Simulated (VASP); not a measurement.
# MgCdS4 (P4/mmm) in VASP: notebook

The runs below take MgCdS4 through relaxation of cell and atoms, single point, with PBE.

Everything below comes from runs of VASP 6.6.1. Logs are shortened: lines on timing, memory, paths and dates and some standing lists are left out, and cuts for length are marked.

## 1. The cell of the first run

The structure is tetragonal, space group P4/mmm (No. 123). Conventional cell: a = 4.608 Å, b = 4.608 Å, c = 9.569 Å, α = 90.00°, β = 90.00°, γ = 90.00°. Within 4.7 Å of Mg (site symmetry 4/mmm) lie 8 S at 3.43 Å and 4 Mg at 4.61 Å. Cd (site symmetry 4/mmm) has 4 S at 2.30 Å within 3.0 Å. Within 3.0 Å of S (site symmetry mmm) lie 2 Cd at 2.30 Å. Within 2.8 Å of S (site symmetry 4mm) lie 1 S at 2.14 Å.

The cell was built from a structure type or drawn by symmetry, and may not be a known phase.

## 2. Relaxation of cell and atoms, PBE

Contents of INCAR:

```
SYSTEM = MgCdS4
  PREC = Accurate
  ENCUT = 600
  EDIFF = 1E-7
  ISMEAR = 0
  SIGMA = 0.1
  LREAL = .FALSE.
  LASPH = .TRUE.
  NELM = 80
  ALGO = Normal
  ISIF = 3
  LWAVE = .FALSE.
  LCHARG = .FALSE.
  GGA = PE
  IBRION = 2
  NSW = 100
  EDIFFG = -0.01
```

Contents of KPOINTS:

```
regular mesh
0
G
  8 8 4
  0 0 0
```

Contents of POSCAR:

```
MgCdS4
1.0
    4.6083331740      0.0000000000      0.0000000000
    0.0000000000      4.6083331740      0.0000000000
    0.0000000000      0.0000000000      9.5685836657
Mg Cd S
1 1 4
Direct
    0.5000000000      0.5000000000      0.5000000000
    0.0000000000      0.0000000000      0.0000000000
    0.5000000000      0.0000000000      0.0000000000
    0.0000000000      0.5000000000      0.0000000000
    0.0000000000      0.0000000000      0.3881150979
    0.0000000000      0.0000000000      0.6118849021
```

Potentials or basis: VASP PAW PBE potentials, release 64 (Mg, Cd, S).

The run is started by

```
$ cat potpaw_PBE.64/Mg/POTCAR potpaw_PBE.64/Cd/POTCAR potpaw_PBE.64/S/POTCAR > POTCAR
$ mpirun -np 1 vasp_std > vasp.out
```

OUTCAR:

```text
SYSTEM = MgCdS4
   PREC = Accurate
   ENCUT = 600
   EDIFF = 1E-7
   ISMEAR = 0
   LREAL = .FALSE.
   LASPH = .TRUE.
   NELM = 80
   ISIF = 3
   GGA = PE
   IBRION = 2
   NSW = 100
   EDIFFG = -0.01

 ion  position               nearest neighbor table
   1  0.500  0.500  0.500-
   2  0.000  0.000  0.000-   3 2.30   4 2.30   4 2.30   3 2.30
   3  0.500  0.000  0.000-   2 2.30   2 2.30
   4  0.000  0.500  0.000-   2 2.30   2 2.30
   5  0.000  0.000  0.388-   6 2.14
   6  0.000  0.000  0.612-   5 2.14

  LATTYP: Found a simple tetragonal cell.
 ALAT       =     4.6083331740
 C/A-ratio  =     2.0763654242

  Lattice vectors:

 A1 = (   4.6083331740,   0.0000000000,   0.0000000000)
 A2 = (   0.0000000000,   4.6083331740,   0.0000000000)
 A3 = (   0.0000000000,   0.0000000000,   9.5685836657)

Analysis of symmetry for initial positions (statically):
=====================================================================
 Subroutine PRICEL returns:
 Original cell was already a primitive cell.

 Routine SETGRP: Setting up the symmetry group for a
 simple tetragonal supercell.

 Subroutine GETGRP returns: Found 16 space group operations
 (whereof 16 operations were pure point group operations)
 out of a pool of 16 trial point group operations.

The static configuration has the point symmetry D_4h.

Analysis of symmetry for dynamics (positions and initial velocities):
=====================================================================
 Subroutine PRICEL returns:
 Original cell was already a primitive cell.

 Routine SETGRP: Setting up the symmetry group for a
 simple tetragonal supercell.

 Subroutine GETGRP returns: Found 16 space group operations
 (whereof 16 operations were pure point group operations)
 out of a pool of 16 trial point group operations.

The dynamic configuration has the point symmetry D_4h.

 Subroutine INISYM returns: Found 16 space group operations
 (whereof 16 operations are pure point group operations),
 and found     1 'primitive' translations

----------------------------------------------------------------------------------------

                                     Primitive cell

  volume of cell :     203.2055

  direct lattice vectors                    reciprocal lattice vectors
     4.608333174  0.000000000  0.000000000     0.216998199  0.000000000  0.000000000
     0.000000000  4.608333174  0.000000000     0.000000000  0.216998199  0.000000000
     0.000000000  0.000000000  9.568583666     0.000000000  0.000000000  0.104508675

  length of vectors
     4.608333174  4.608333174  9.568583666     0.216998199  0.216998199  0.104508675

  position of ions in fractional coordinates (direct lattice)
     0.500000000  0.500000000  0.500000000
     0.000000000  0.000000000  0.000000000
     0.500000000  0.000000000  0.000000000
     0.000000000  0.500000000  0.000000000
     0.000000000  0.000000000  0.388115098
     0.000000000  0.000000000  0.611884902

  ion indices of the primitive-cell ions
   primitive index   ion index
                 1           1
                 2           2
                 3           3
                 4           4
                 5           5
                 6           6

----------------------------------------------------------------------------------------

 KPOINTS: regular mesh

Automatic generation of k-mesh.
 Grid dimensions read from file:
 generate k-points for:    8    8    4

 Generating k-lattice:

  Cartesian coordinates                     Fractional coordinates (reciprocal lattice)
     0.027124775  0.000000000  0.000000000     0.125000000  0.000000000  0.000000000
     0.000000000  0.027124775  0.000000000     0.000000000  0.125000000  0.000000000
     0.000000000  0.000000000  0.026127169     0.000000000  0.000000000  0.250000000

  Length of vectors
     0.027124775  0.027124775  0.026127169

  Shift w.r.t. Gamma in fractional coordinates (k-lattice)
     0.000000000  0.000000000  0.000000000

 Subroutine IBZKPT returns following result:
 ===========================================

 Found     45 irreducible k-points:

 Following reciprocal coordinates:
            Coordinates               Weight
  0.000000  0.000000  0.000000      1.000000
  0.125000  0.000000  0.000000      4.000000
  0.250000  0.000000  0.000000      4.000000
  0.375000  0.000000  0.000000      4.000000
  0.500000  0.000000  0.000000      2.000000
  0.125000  0.125000  0.000000      4.000000
[... 16 lines left out ...]
  0.375000  0.125000  0.250000     16.000000
  0.500000  0.125000  0.250000      8.000000
 [... further k-points ...]
   k-points           NKPTS =     45   k-points in BZ     NKDIM =     45   number of bands    NBANDS=     23
   number of dos      NEDOS =    301   number of ions     NIONS =      6
   total plane-waves  NPLWV = 128000
   dimension x,y,z NGX =    40 NGY =   40 NGZ =   80
   dimension x,y,z NGXF=    80 NGYF=   80 NGZF=  160
   ions per type =               1   1   4
   NGX,Y,Z   is equivalent  to a cutoff of  14.43, 14.43, 13.90 a.u.
   NGXF,Y,Z  is equivalent  to a cutoff of  28.86, 28.86, 27.80 a.u.
 SYSTEM =  MgCdS4
   PREC   = accura    normal or accurate (medium, high low for compatibility)
   ISTART =      0    job   : 0-new  1-cont  2-samecut
   ICHARG =      2    charge: 1-file 2-atom 10-const
   ISPIN  =      1    spin polarized calculation?
   LNONCOLLINEAR =      F non collinear calculations
   LSORBIT =      F    spin-orbit coupling
   LASPH  =      T    aspherical Exc in radial PAW
   ENCUT  =  600.0 eV  44.10 Ry    6.64 a.u.   9.20  9.20 19.11*2*pi/ulx,y,z
   NELM   =     80;   NELMIN=  2; NELMDL= -5     # of ELM steps
   EDIFF  = 0.1E-06   stopping-criterion for ELM
   LREAL  =      F    real-space projection
   EDIFFG = -.1E-01   stopping-criterion for IOM
   NSW    =    100    number of steps for IOM
   IBRION =      2    ionic relax: 0-MD 1-quasi-New 2-CG
   NFREE  =      1    steps in history (QN), initial steepest desc. (CG)
   ISIF   =      3    stress and relaxation
   ISYM   =      2    0-nonsym 1-usesym 2-fastsym
   POTIM  = 0.5000    time-step for ionic-motion
   TEBEG  =    0.0;   TEEND  =   0.0 temperature during run
   PSTRESS=    0.0 pullay stress
   NELECT =      38.0000    total number of electrons
   NUPDOWN=      -1.0000    fix difference up-down
   EMIN   =  10.00;   EMAX   =-10.00  energy-range for DOS
   EFERMI =   0.00;   METHOD = LEGACY
   ISMEAR =     0;   SIGMA  =   0.10  broadening in eV -4-tet -1-fermi 0-gaus
   EFERMI_NEDOS =   21; number of points for ismear=-14 and -15
   IALGO  =     38    algorithm
   IMIX   =      4    mixing-type and parameters
     AMIX     =   0.40;   BMIX     =  1.00
     AMIX_MAG =   1.60;   BMIX_MAG =  1.00
  volume/ion in A,a.u.               =      33.87       228.55
  Fermi-wavevector in a.u.,A,eV,Ry     =   0.936176  1.769116 11.924496  0.876426
  Thomas-Fermi vector in A             =   2.063159
   LORBIT       =      0    0 simple, 1 ext, 2 COOP (PROOUT), +10 PAW based schemes
   GGA     = PE    functional components
   LHFCALC =     F    Hartree Fock is set to
   AEXX    =    0.0000 exact exchange contribution
   IVDW    =     0    specifies the selected vdW correction
   LEPSILON=     F    determine dielectric tensor
   LRPA    =     F    only Hartree local field effects (RPA)
 conjugate gradient relaxation of ions
 non-spin polarized calculation
 Gauss-broadening in eV      SIGMA  =   0.10
  energy-cutoff  :      600.00
  volume of cell :      203.21
 maximum number of plane-waves:      6830
 NGX is ok and might be reduce to    40
   NGX = 19   NGY = 19   NGZ = 39

--------------------------------------- Ionic step        1  -------------------------------------------

 number of electron      37.9999997 magnetization

 Free energy of the ion-electron system (eV)
  ---------------------------------------------------
  ext. energy  EPLUGINS =         0.00000000
  ---------------------------------------------------
  free energy    TOTEN  =       -15.17698429 eV

  energy without entropy =      -15.12893995  energy(sigma->0) =      -15.15296212

 E-fermi :   0.0470     XC(G=0):  -7.2717

 val. band max:        0.0427243795   @ k =   0.1250   0.0000   0.5000
 cond. band min:       0.0684095060   @ k =   0.2500   0.0000   0.0000
 fundamental gap:      0.0256851266
 Fermi energy:         0.0470207514

 k-point     1 :       0.0000    0.0000    0.0000
  band No.  band energies     occupation
      1     -13.7882      2.00000
      2     -13.0219      2.00000
      3     -12.2030      2.00000
      4     -10.0117      2.00000
      5      -8.4057      2.00000
      6      -8.2017      2.00000
[... 15 lines left out ...]
     22       2.2317      0.00000
     23       3.0347      0.00000
[... 740 lines left out ...]
 POSITION                                       TOTAL-FORCE (eV/Angst)
 -----------------------------------------------------------------------------------
      2.33534      2.33534      4.76148        -0.000000      0.000000      0.000000
     -0.00000      0.00000      9.52296        -0.000000      0.000000      0.000000
      2.33534      0.00000      9.52296        -0.000000      0.000000      0.000000
     -0.00000      2.33534      9.52296        -0.000000      0.000000      0.000000
     -0.00000      0.00000      3.71049        -0.000000      0.000000      0.048693
     -0.00000      4.67067      5.81247         0.000000     -0.000000     -0.048693
 -----------------------------------------------------------------------------------
    total drift:                               -0.000000      0.000000      0.000000

  FREE ENERGIE OF THE ION-ELECTRON SYSTEM (eV)
  ---------------------------------------------------
  free  energy   TOTEN  =       -15.2046454670 eV

  energy  without entropy=      -15.1513902685  energy(sigma->0) =      -15.17801787

--------------------------------------- Ionic step        5  -------------------------------------------

 number of electron      38.0000003 magnetization

 Free energy of the ion-electron system (eV)
  ---------------------------------------------------
  ext. energy  EPLUGINS =         0.00000000
  ---------------------------------------------------
  free energy    TOTEN  =       -15.20479010 eV

  energy without entropy =      -15.15159658  energy(sigma->0) =      -15.17819334

 E-fermi :  -0.0454     XC(G=0):  -7.2035

 val. band max:       -0.0457908695   @ k =   0.1250   0.1250   0.0000
 cond. band min:      -0.0426065836   @ k =   0.1250   0.0000   0.2500
 fundamental gap:      0.0031842859
 Fermi energy:        -0.0454445052

 k-point     1 :       0.0000    0.0000    0.0000
  band No.  band energies     occupation
      1     -14.1296      2.00000
      2     -12.9103      2.00000
      3     -12.1177      2.00000
      4     -10.0613      2.00000
      5      -8.3678      2.00000
      6      -8.1975      2.00000
[... 15 lines left out ...]
     22       1.9932      0.00000
     23       3.1408      0.00000
[... 620 lines left out ...]
 POSITION                                       TOTAL-FORCE (eV/Angst)
 -----------------------------------------------------------------------------------
      2.33388      2.33388      4.75930        -0.000000      0.000000      0.000000
      0.00000      0.00000      0.00000        -0.000000      0.000000      0.000000
      2.33388      0.00000     -0.00000        -0.000000      0.000000      0.000000
      0.00000      2.33388      0.00000        -0.000000      0.000000      0.000000
     -0.00000      4.66775      3.71010        -0.000000     -0.000000      0.000871
     -0.00000     -0.00000      5.80851         0.000000      0.000000     -0.000871
 -----------------------------------------------------------------------------------
    total drift:                               -0.000000      0.000000     -0.000000

  FREE ENERGIE OF THE ION-ELECTRON SYSTEM (eV)
  ---------------------------------------------------
  free  energy   TOTEN  =       -15.2047901045 eV

  energy  without entropy=      -15.1515965787  energy(sigma->0) =      -15.17819334

 reached required accuracy - stopping structural energy minimisation
```

It took 21 min on 1 thread of Intel Xeon 8259CL, shared host; peak memory 0.56 GiB.

Results:

| Item | Value |
| --- | --- |
| Free energy | -15.2048 eV |
| Relaxed volume | 34.57 Å³/atom |
| Relaxed cell | a = 4.668 Å, b = 4.668 Å, c = 9.519 Å, α = 90.00°, β = 90.00°, γ = 90.00° |
| Space group after relaxing (to 0.1 Å) | P4/mmm (No. 123) |
| Energy gained by relaxing | 4.6 meV/atom |
| Ionic steps | 5 |
| Pressure after relaxing | 0.0 GPa |
| Band gap on the k mesh | zero (bands 19 and 20 overlap by 0.42 eV) |

The path:
| step | energy change (eV) | largest force (eV/Å) | pressure (GPa) | volume (Å³) |
| --- | --- | --- | --- | --- |
| 1 | 0.0000 | 0.4016 | 0.61 | 203.21 |
| 2 | -0.0272 | 0.1175 | 0.12 | 206.98 |
| 3 | -0.0273 | 0.0865 | 0.14 | 206.76 |
| 4 | -0.0277 | 0.0487 | -0.07 | 207.74 |
| 5 | -0.0278 | 0.0009 | 0.00 | 207.39 |

Final structure:
```yaml
crystal:
  lattice:
    - [4.66775, 0.00000, 0.00000]
    - [0.00000, 4.66775, 0.00000]
    - [0.00000, 0.00000, 9.51861]
  atoms:
    - { symbol: Mg, position: [0.50000, 0.50000, 0.50000] }
    - { symbol: Cd, position: [0.00000, 0.00000, 0.00000] }
    - { symbol: S, position: [0.50000, 0.00000, 0.00000] }
    - { symbol: S, position: [0.00000, 0.50000, 0.00000] }
    - { symbol: S, position: [0.00000, 0.00000, 0.38977] }
    - { symbol: S, position: [0.00000, 0.00000, 0.61023] }
```

Caveat: semilocal functionals underestimate gaps, so a narrow gap can read as zero.

## 3. Single point, PBE

Contents of INCAR:

```
SYSTEM = MgCdS4
PREC = Accurate ; ENCUT = 750
EDIFF = 1E-6 ; ISMEAR = 0
SIGMA = 0.1 ; LREAL = .False.
LASPH = .True. ; NELM = 120
ALGO = Normal ; ISIF = 2
LWAVE = .False. ; LCHARG = .False.
GGA = PE ; NBANDS = 36
GGA_COMPAT = .False.
```

Contents of KPOINTS:

```
Automatic mesh
0
Gamma
  4 4 4
  0 0 0
```

POSCAR is that of step 2.

Potentials or basis: VASP PAW PBE potentials, release 64 (Mg_sv, Cd_sv_GW, S).

The run is started by

```
$ cat potpaw_PBE.64/Mg_sv/POTCAR potpaw_PBE.64/Cd_sv_GW/POTCAR potpaw_PBE.64/S/POTCAR > POTCAR
$ mpirun -np 1 vasp_std > vasp.out
```

It took 2.9 min on 1 thread of Intel Xeon 6975P-C (Granite Rapids), shared host; peak memory 0.57 GiB.

Results (log left out):

| Property | Result |
| --- | --- |
| Free energy | -15.3991 eV |
| Pressure | -0.2 GPa |
| Largest force | 0.115 eV/Å |
| Band gap on the k mesh | zero (bands 27 and 28 overlap by 0.37 eV) |

Forces in eV/Å, atoms in the order of the input:
```
Mg   0.000  0.000  0.000
Cd   0.000  0.000  0.000
S    0.000  0.000  0.000
S    0.000  0.000  0.000
S    0.000  0.000  0.115
S    0.000  0.000 -0.115
```

Levels at points of the mesh, in eV from the Fermi level:
| k point | band 24 | band 25 | band 26 | band 27 | band 28 | band 29 | band 30 | band 31 |
| --- | --- | --- | --- | --- | --- | --- | --- | --- |
| (0.00, 0.00, 0.00) | -0.99 | -0.24 | -0.07 | -0.07 | 0.00 | 0.00 | 2.08 | 2.93 |
| (0.50, 0.00, 0.00) | -1.23 | -1.12 | -0.60 | -0.37 | 0.03 | 1.49 | 2.43 | 2.80 |
| (0.50, 0.50, 0.00) | -0.87 | -0.37 | -0.24 | -0.24 | 1.21 | 2.17 | 2.18 | 3.62 |
| (0.00, 0.00, 0.50) | -0.97 | -0.24 | -0.06 | -0.06 | 0.00 | 0.00 | 1.63 | 2.99 |
| (0.50, 0.00, 0.50) | -1.26 | -0.85 | -0.65 | -0.60 | 0.03 | 1.48 | 2.45 | 2.94 |
| (0.50, 0.50, 0.50) | -0.60 | -0.54 | -0.54 | -0.39 | 1.21 | 2.18 | 3.08 | 3.66 |

Caveat: semilocal functionals underestimate gaps, so a narrow gap can read as zero.
